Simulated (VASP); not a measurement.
# SnSe2 (R3m) in VASP: notebook

SnSe2 is run at these levels: PBE, LDA; tasks: single point.

Program: VASP 6.6.1. These are calculated values, not measurements. Logs are shortened: lines on timing, memory, paths and dates and some standing lists are left out, and cuts for length are marked.

**1. The cell of the first run**

The structure is trigonal, space group R3m (No. 160). Conventional cell: a = 3.790 Å, b = 3.790 Å, c = 18.081 Å, α = 90.00°, β = 90.00°, γ = 120.00°. Within 3.8 Å of Sn (site symmetry 3m) lie 6 Se at 2.77 to 2.78 Å and 6 Sn at 3.79 Å. Within 3.8 Å of Se (site symmetry 3m) lie 3 Sn at 2.78 Å and 10 Se at 3.41 to 3.79 Å. Within 3.8 Å of Se (site symmetry 3m) lie 3 Sn at 2.77 Å and 10 Se at 3.41 to 3.79 Å.

**2. Single point, PBE**

File INCAR:

```
SYSTEM = SnSe2
ALGO = Normal ; EDIFF = 1E-7
ENCUT = 520 ; GGA = PE
ISIF = 2 ; ISMEAR = 0
LASPH = .True. ; LCHARG = .False.
LREAL = .False. ; LWAVE = .False.
NBANDS = 20 ; NELM = 80
PREC = Accurate ; SIGMA = 0.05
```

File KPOINTS:

```
k-points
0
Gamma
  6 6 6
  0 0 0
```

File POSCAR:

```
SnSe2
1.0
    1.8950116506      1.0940854866      6.0269119705
   -1.8950116506      1.0940854866      6.0269119705
    0.0000000000     -2.1881709732      6.0269119705
Sn Se
1 2
Direct
   -0.0002292479     -0.0002292479     -0.0002292479
    0.4278747020      0.4278747020      0.4278747020
    0.2390212128      0.2390212128      0.2390212128
```

Potentials or basis: VASP PAW PBE potentials, release 64 (Sn_d, Se).

Command:

```sh
> cat potpaw_PBE.64/Sn_d/POTCAR potpaw_PBE.64/Se/POTCAR > POTCAR
> mpirun -np 1 vasp_std > vasp.out
```

OUTCAR:

```text
SYSTEM = SnSe2
   EDIFF = 1E-7
   ENCUT = 520
   GGA = PE
   ISIF = 2
   ISMEAR = 0
   LASPH = .True.
   LREAL = .False.
   NELM = 80
   PREC = Accurate

 ion  position               nearest neighbor table
   1  1.000  1.000  1.000-   3 2.77   3 2.77   3 2.77   2 2.78   2 2.78   2 2.78
   2  0.428  0.428  0.428-   1 2.78   1 2.78   1 2.78
   3  0.239  0.239  0.239-   1 2.77   1 2.77   1 2.77

  LATTYP: Found a trigonal (rhomboedric) cell.
 ALAT       =     6.4118452966
 COS(alpha) =     0.8253020962

  Lattice vectors:

 A1 = (   1.8950116506,   1.0940854866,   6.0269119705)
 A2 = (  -1.8950116506,   1.0940854866,   6.0269119705)
 A3 = (   0.0000000000,  -2.1881709732,   6.0269119705)

Analysis of symmetry for initial positions (statically):
=====================================================================
 Subroutine PRICEL returns:
 Original cell was already a primitive cell.

 Routine SETGRP: Setting up the symmetry group for a
 trigonal (rhombohedral) supercell.

 Subroutine GETGRP returns: Found  6 space group operations
 (whereof  6 operations were pure point group operations)
 out of a pool of 12 trial point group operations.

The static configuration has the point symmetry C_3v.

Analysis of symmetry for dynamics (positions and initial velocities):
=====================================================================
 Subroutine PRICEL returns:
 Original cell was already a primitive cell.

 Routine SETGRP: Setting up the symmetry group for a
 trigonal (rhombohedral) supercell.

 Subroutine GETGRP returns: Found  6 space group operations
 (whereof  6 operations were pure point group operations)
 out of a pool of 12 trial point group operations.

The dynamic configuration has the point symmetry C_3v.

 Subroutine INISYM returns: Found  6 space group operations
 (whereof  6 operations are pure point group operations),
 and found     1 'primitive' translations

----------------------------------------------------------------------------------------

                                     Primitive cell

  volume of cell :      74.9738

  direct lattice vectors                    reciprocal lattice vectors
     1.895011651  1.094085487  6.026911970     0.263850621  0.152334227  0.055307483
    -1.895011651  1.094085487  6.026911970    -0.263850621  0.152334227  0.055307483
[... 78 lines left out ...]
   PREC   = accura    normal or accurate (medium, high low for compatibility)
   ISTART =      0    job   : 0-new  1-cont  2-samecut
   ICHARG =      2    charge: 1-file 2-atom 10-const
   ISPIN  =      1    spin polarized calculation?
   LNONCOLLINEAR =      F non collinear calculations
   LSORBIT =      F    spin-orbit coupling
   LASPH  =      T    aspherical Exc in radial PAW
   ENCUT  =  520.0 eV  38.22 Ry    6.18 a.u.  11.92 11.92 11.92*2*pi/ulx,y,z
   NELM   =     80;   NELMIN=  2; NELMDL= -5     # of ELM steps
   EDIFF  = 0.1E-06   stopping-criterion for ELM
   LREAL  =      F    real-space projection
   EDIFFG = 0.1E-05   stopping-criterion for IOM
   NSW    =      0    number of steps for IOM
   IBRION =     -1    ionic relax: 0-MD 1-quasi-New 2-CG
   NFREE  =      0    steps in history (QN), initial steepest desc. (CG)
   ISIF   =      2    stress and relaxation
   ISYM   =      2    0-nonsym 1-usesym 2-fastsym
   POTIM  = 0.5000    time-step for ionic-motion
   TEBEG  =    0.0;   TEEND  =   0.0 temperature during run
   PSTRESS=    0.0 pullay stress
   NELECT =      26.0000    total number of electrons
   NUPDOWN=      -1.0000    fix difference up-down
   EMIN   =  10.00;   EMAX   =-10.00  energy-range for DOS
   EFERMI =   0.00;   METHOD = LEGACY
   ISMEAR =     0;   SIGMA  =   0.05  broadening in eV -4-tet -1-fermi 0-gaus
   EFERMI_NEDOS =   21; number of points for ismear=-14 and -15
   IALGO  =     38    algorithm
   IMIX   =      4    mixing-type and parameters
     AMIX     =   0.40;   BMIX     =  1.00
     AMIX_MAG =   1.60;   BMIX_MAG =  1.00
  volume/ion in A,a.u.               =      24.99       168.65
  Fermi-wavevector in a.u.,A,eV,Ry     =   1.150172  2.173510 17.999094  1.322896
  Thomas-Fermi vector in A             =   2.286838
   LORBIT       =      0    0 simple, 1 ext, 2 COOP (PROOUT), +10 PAW based schemes
   GGA     = PE    functional components
   LHFCALC =     F    Hartree Fock is set to
   AEXX    =    0.0000 exact exchange contribution
   IVDW    =     0    specifies the selected vdW correction
   LEPSILON=     F    determine dielectric tensor
   LRPA    =     F    only Hartree local field effects (RPA)
 non-spin polarized calculation
 Gauss-broadening in eV      SIGMA  =   0.05
  energy-cutoff  :      520.00
  volume of cell :       74.97
 maximum number of plane-waves:      2033
   NGX = 23   NGY = 23   NGZ = 23

 number of electron      26.0000003 magnetization

 Free energy of the ion-electron system (eV)
  ---------------------------------------------------
  ext. energy  EPLUGINS =         0.00000000
  ---------------------------------------------------
  free energy    TOTEN  =       -11.14124408 eV

  energy without entropy =      -11.13976845  energy(sigma->0) =      -11.14050626

 E-fermi :   5.1669     XC(G=0):  -9.7490

 val. band max:        5.1560169399   @ k =  -0.3333   0.3333   0.3333
 cond. band min:       5.1942475864   @ k =   0.1667   0.0000   0.0000
 fundamental gap:      0.0382306465
 Fermi energy:         5.1668788641

 k-point     1 :       0.0000    0.0000    0.0000
  band No.  band energies     occupation
      1     -16.6909      2.00000
      2     -16.6909      2.00000
      3     -16.6250      2.00000
      4     -16.6206      2.00000
      5     -16.6206      2.00000
      6      -9.2618      2.00000
[... 541 lines left out ...]
     19      13.0478      0.00000
     20      14.2923      0.00000

 [... further k-points ...]
[... 5 lines left out ...]
  --------------------------------------------------------------------------------------
  -------------------------------------------------------------------------------------
  Total        1.5086655      1.5086655      0.8849896     -0.0000000     -0.0000000      0.0000000
  in kB       32.2399451     32.2399451     18.9120896     -0.0000000     -0.0000000      0.0000000
  external PRESSURE =      27.7973266 kB  Pullay stress =       0.0000000 kB

 VOLUME and BASIS-vectors are now :
 -----------------------------------------------------------------------------
  energy-cutoff  :      520.00
  volume of cell :       74.97
      direct lattice vectors                 reciprocal lattice vectors
     1.895011651  1.094085487  6.026911970     0.263850621  0.152334227  0.055307483
    -1.895011651  1.094085487  6.026911970    -0.263850621  0.152334227  0.055307483
     0.000000000 -2.188170973  6.026911970     0.000000000 -0.304668454  0.055307483

 POSITION                                       TOTAL-FORCE (eV/Angst)
 -----------------------------------------------------------------------------------
      0.00000      0.00000     18.07659         0.000000      0.000000     -0.005871
      0.00000      0.00000      7.73629         0.000000      0.000000      0.323557
      0.00000      0.00000      4.32168         0.000000      0.000000     -0.317686
 -----------------------------------------------------------------------------------
    total drift:                               -0.000000     -0.000000      0.000400

  FREE ENERGIE OF THE ION-ELECTRON SYSTEM (eV)
  ---------------------------------------------------
  free  energy   TOTEN  =       -11.1412440781 eV

  energy  without entropy=      -11.1397684516  energy(sigma->0) =      -11.14050626
```

stdout:

```text
POSCAR found type information on POSCAR SnSe
 POSCAR found :  2 types and       3 ions
 scaLAPACK will be used
 LDA part: xc-table for (Slater+PW92), standard interpolation
 POSCAR, INCAR and KPOINTS ok, starting setup
 FFT: planning ... GRIDC
 FFT: planning ... GRID_SOFT
 FFT: planning ... GRID
 WAVECAR not read
 entering main loop
```

Wall time 2.8 min (1 thread of Intel Xeon 8259CL, shared host); peak memory 0.33 GiB.

Results:

| Quantity | Value |
| --- | --- |
| Free energy | -11.1412 eV |
| Pressure | 2.8 GPa |
| Largest force | 0.324 eV/Å |
| Band gap on the k mesh | zero (bands 13 and 14 overlap by 0.68 eV) |

Forces on the atoms (eV/Å):
```
Sn   0.000  0.000 -0.006
Se   0.000  0.000  0.324
Se   0.000  0.000 -0.318
```

Levels at points of the mesh, in eV from the Fermi level:
```tsv
k point	band 11	band 12	band 13	band 14	band 15	band 16
(0.00, 0.00, 0.00)	-0.69	-0.64	-0.64	-0.45	3.89	3.89
(0.50, 0.00, 0.00)	-2.44	-1.54	-1.50	0.34	1.82	4.01
(0.50, 0.50, 0.00)	-2.89	-1.75	-0.67	0.60	2.50	3.84
(0.50, 0.50, 0.50)	-1.38	-0.18	-0.18	1.38	3.26	3.73
```

Caveat: semilocal functionals underestimate gaps, so a narrow gap can read as zero; spin-orbit coupling is left out, which moves the levels of the heavy elements.

**3. Single point, PBE**

File INCAR:

```
SYSTEM = SnSe2
PREC = Accurate
ENCUT = 520
EDIFF = 1E-7
ISMEAR = 1
SIGMA = 0.05
LREAL = .FALSE.
LASPH = .TRUE.
NELM = 100
ALGO = Normal
ISIF = 2
LWAVE = .FALSE.
LCHARG = .TRUE.
GGA = PE
LELF = .TRUE.
LVHAR = .TRUE.
NBANDS = 20
```

File KPOINTS:

```
Automatic mesh
0
G
  6 6 6
  0 0 0
```

POSCAR is that of step 2.

Potentials or basis: VASP PAW PBE potentials, release 64 (Sn_d, Se).

Command:

```sh
> cat potpaw_PBE.64/Sn_d/POTCAR potpaw_PBE.64/Se/POTCAR > POTCAR
> mpirun -np 1 vasp_std > vasp.out
```

Run time: 3 min. Hardware: 1 thread of Intel Xeon 8259CL, shared host; peak memory 0.33 GiB.

The run converged. Its results:

```yaml
Free_energy: -11.1405 eV
Pressure: 2.8 GPa
Largest_force: 0.329 eV/Å
Band_gap_on_the_k_mesh: zero (bands 13 and 14 overlap by 0.68 eV)
```

Forces on the atoms (eV/Å):
```
Sn   0.000  0.000 -0.007
Se   0.000  0.000  0.329
Se   0.000  0.000 -0.322
```

Stress tensor (GPa, compression positive):
```
3.24 0.00 0.00
0.00 3.24 0.00
0.00 0.00 1.85
```

Levels at points of the mesh, in eV from the Fermi level:
```
           k point  band 11  band 12  band 13  band 14  band 15  band 16
(0.00, 0.00, 0.00)    -0.69    -0.64    -0.64    -0.45     3.89     3.89
(0.50, 0.00, 0.00)    -2.44    -1.54    -1.50     0.34     1.82     4.00
(0.50, 0.50, 0.00)    -2.89    -1.76    -0.67     0.60     2.50     3.84
(0.50, 0.50, 0.50)    -1.38    -0.18    -0.18     1.38     3.26     3.73
```

Caveat: semilocal functionals underestimate gaps, so a narrow gap can read as zero; spin-orbit coupling is left out, which moves the levels of the heavy elements.

**4. Single point, LDA**

File INCAR:

```
PREC = Accurate
ENCUT = 520
EDIFF = 1E-6
ISMEAR = -1
SIGMA = 0.02
LREAL = False
LASPH = True
NELM = 60
ALGO = Normal
ISIF = 2
LWAVE = False
LCHARG = False
GGA = CA
NBANDS = 20
```

File KPOINTS:

```
Automatic mesh
0
Gamma
  6 6 6
```

POSCAR is that of step 3.

Potentials or basis: VASP PAW LDA potentials, release 64 (Sn_d, Se).

Command:

```sh
> cat potpaw_LDA.64/Sn_d/POTCAR potpaw_LDA.64/Se/POTCAR > POTCAR
> mpirun -np 1 vasp_std > vasp.out
```

OUTCAR:

```text
PREC = Accurate
   ENCUT = 520
   EDIFF = 1E-6
   ISMEAR = -1
   LREAL = False
   LASPH = True
   NELM = 60
   ISIF = 2
   GGA = CA

 ion  position               nearest neighbor table
   1  1.000  1.000  1.000-   3 2.77   3 2.77   3 2.77   2 2.78   2 2.78   2 2.78
   2  0.428  0.428  0.428-   1 2.78   1 2.78   1 2.78
   3  0.239  0.239  0.239-   1 2.77   1 2.77   1 2.77

  LATTYP: Found a trigonal (rhomboedric) cell.
 ALAT       =     6.4118452966
 COS(alpha) =     0.8253020962

  Lattice vectors:

 A1 = (   1.8950116506,   1.0940854866,   6.0269119705)
 A2 = (  -1.8950116506,   1.0940854866,   6.0269119705)
 A3 = (   0.0000000000,  -2.1881709732,   6.0269119705)

Analysis of symmetry for initial positions (statically):
=====================================================================
 Subroutine PRICEL returns:
 Original cell was already a primitive cell.

 Routine SETGRP: Setting up the symmetry group for a
 trigonal (rhombohedral) supercell.

 Subroutine GETGRP returns: Found  6 space group operations
 (whereof  6 operations were pure point group operations)
 out of a pool of 12 trial point group operations.

The static configuration has the point symmetry C_3v.

Analysis of symmetry for dynamics (positions and initial velocities):
=====================================================================
 Subroutine PRICEL returns:
 Original cell was already a primitive cell.

 Routine SETGRP: Setting up the symmetry group for a
 trigonal (rhombohedral) supercell.

 Subroutine GETGRP returns: Found  6 space group operations
 (whereof  6 operations were pure point group operations)
 out of a pool of 12 trial point group operations.

The dynamic configuration has the point symmetry C_3v.

 Subroutine INISYM returns: Found  6 space group operations
 (whereof  6 operations are pure point group operations),
[... 105 lines left out ...]
   ISYM   =      2    0-nonsym 1-usesym 2-fastsym
   POTIM  = 0.5000    time-step for ionic-motion
   TEBEG  =    0.0;   TEEND  =   0.0 temperature during run
   PSTRESS=    0.0 pullay stress
   NELECT =      26.0000    total number of electrons
   NUPDOWN=      -1.0000    fix difference up-down
   EMIN   =  10.00;   EMAX   =-10.00  energy-range for DOS
   EFERMI =   0.00;   METHOD = LEGACY
   ISMEAR =    -1;   SIGMA  =   0.02  broadening in eV -4-tet -1-fermi 0-gaus
   EFERMI_NEDOS =   21; number of points for ismear=-14 and -15
   IALGO  =     38    algorithm
   IMIX   =      4    mixing-type and parameters
     AMIX     =   0.40;   BMIX     =  1.00
     AMIX_MAG =   1.60;   BMIX_MAG =  1.00
  volume/ion in A,a.u.               =      24.99       168.65
  Fermi-wavevector in a.u.,A,eV,Ry     =   1.150172  2.173510 17.999094  1.322896
  Thomas-Fermi vector in A             =   2.286838
   LORBIT       =      0    0 simple, 1 ext, 2 COOP (PROOUT), +10 PAW based schemes
   GGA     = CA    functional components
   LHFCALC =     F    Hartree Fock is set to
   AEXX    =    0.0000 exact exchange contribution
   IVDW    =     0    specifies the selected vdW correction
   LEPSILON=     F    determine dielectric tensor
   LRPA    =     F    only Hartree local field effects (RPA)
 non-spin polarized calculation
  energy-cutoff  :      520.00
  volume of cell :       74.97
 maximum number of plane-waves:      2033
   NGX = 23   NGY = 23   NGZ = 23

 number of electron      26.0000003 magnetization

 Free energy of the ion-electron system (eV)
  ---------------------------------------------------
  ext. energy  EPLUGINS =         0.00000000
  ---------------------------------------------------
  free energy    TOTEN  =       -13.15626897 eV

  energy without entropy =      -13.15511102  energy(sigma->0) =      -13.15568999

 E-fermi :   5.0271     XC(G=0): -10.0384

 val. band max:        4.9880822209   @ k =  -0.3333   0.3333   0.3333
 cond. band min:       5.0912016562   @ k =   0.5000   0.1667   0.1667
 fundamental gap:      0.1031194353
 Fermi energy:         5.0271418891

 k-point     1 :       0.0000    0.0000    0.0000
  band No.  band energies     occupation
      1     -16.6535      2.00000
      2     -16.6535      2.00000
      3     -16.5893      2.00000
      4     -16.5862      2.00000
      5     -16.5862      2.00000
      6      -9.3718      2.00000
[... 541 lines left out ...]
     19      12.8823      0.00000
     20      14.1330      0.00000

 [... further k-points ...]
[... 5 lines left out ...]
  --------------------------------------------------------------------------------------
  -------------------------------------------------------------------------------------
  Total       -0.4910064     -0.4910064     -1.6287701      0.0000000      0.0000000      0.0000000
  in kB      -10.4927293    -10.4927293    -34.8065624      0.0000000      0.0000000      0.0000000
  external PRESSURE =     -18.5973403 kB  Pullay stress =       0.0000000 kB

 VOLUME and BASIS-vectors are now :
 -----------------------------------------------------------------------------
  energy-cutoff  :      520.00
  volume of cell :       74.97
      direct lattice vectors                 reciprocal lattice vectors
     1.895011651  1.094085487  6.026911970     0.263850621  0.152334227  0.055307483
    -1.895011651  1.094085487  6.026911970    -0.263850621  0.152334227  0.055307483
     0.000000000 -2.188170973  6.026911970     0.000000000 -0.304668454  0.055307483

 POSITION                                       TOTAL-FORCE (eV/Angst)
 -----------------------------------------------------------------------------------
      0.00000      0.00000     18.07659         0.000000      0.000000     -0.016118
      0.00000      0.00000      7.73629         0.000000     -0.000000      0.176776
      0.00000      0.00000      4.32168         0.000000      0.000000     -0.160658
 -----------------------------------------------------------------------------------
    total drift:                               -0.000000     -0.000000      0.000349

  FREE ENERGIE OF THE ION-ELECTRON SYSTEM (eV)
  ---------------------------------------------------
  free  energy   TOTEN  =       -13.1562689660 eV

  energy  without entropy=      -13.1551110190  energy(sigma->0) =      -13.15568999
```

Run time: 2.2 min. Hardware: 1 thread of Intel Xeon 8259CL, shared host; peak memory 0.27 GiB.

Results:

```
Free energy            : -13.1563 eV
Pressure               : -1.9 GPa
Largest force          : 0.177 eV/Å
Band gap on the k mesh : zero (bands 13 and 14 overlap by 0.81 eV)
```

Forces on the atoms (eV/Å):
```
Sn   0.000  0.000 -0.016
Se   0.000  0.000  0.177
Se   0.000  0.000 -0.161
```

Stress tensor (GPa, compression positive):
```
-1.05  0.00  0.00
 0.00 -1.05  0.00
 0.00  0.00 -3.48
```

Levels at points of the mesh, in eV from the Fermi level:
| k point | band 9 | band 10 | band 11 | band 12 | band 13 | band 14 | band 15 | band 16 | band 17 | band 18 |
| --- | --- | --- | --- | --- | --- | --- | --- | --- | --- | --- |
| (0.00, 0.00, 0.00) | -0.99 | -0.99 | -0.66 | -0.57 | -0.57 | -0.52 | 3.86 | 3.86 | 4.03 | 7.43 |
| (0.50, 0.00, 0.00) | -4.92 | -3.75 | -2.39 | -1.52 | -1.48 | 0.35 | 1.79 | 3.96 | 5.17 | 7.29 |
| (0.50, 0.50, 0.00) | -4.93 | -3.65 | -2.84 | -1.74 | -0.60 | 0.59 | 2.48 | 3.80 | 3.97 | 6.27 |
| (0.50, 0.50, 0.50) | -3.13 | -1.31 | -1.31 | -0.11 | -0.11 | 1.36 | 3.15 | 3.70 | 3.70 | 6.00 |

Caveat: spin-orbit coupling is left out, which moves the levels of the heavy elements.

**5. Overview**

```csv
level,potentials or basis,smearing,gap on the mesh (eV),pressure (GPa),largest force (eV/Å)
PBE,"VASP PAW PBE potentials, release 64 (Sn_d, Se)",gaussian 0.05 eV,none,2.8,0.32
PBE,"VASP PAW PBE potentials, release 64 (Sn_d, Se)",methfessel-paxton 0.05 eV,none,2.8,0.33
LDA,"VASP PAW LDA potentials, release 64 (Sn_d, Se)",fermi-dirac 0.02 eV,none,-1.9,0.18
```

Alike in all rows: task single point; no spin polarisation; cell as given; k mesh 6 × 6 × 6; cutoff (eV) 520.

Caveats: spin-orbit coupling is left out, which moves the levels of the heavy elements; semilocal functionals underestimate gaps, so a narrow gap can read as zero (at least some runs).

Total energies depend on the potentials used, so only differences within one code and one set of settings carry meaning.
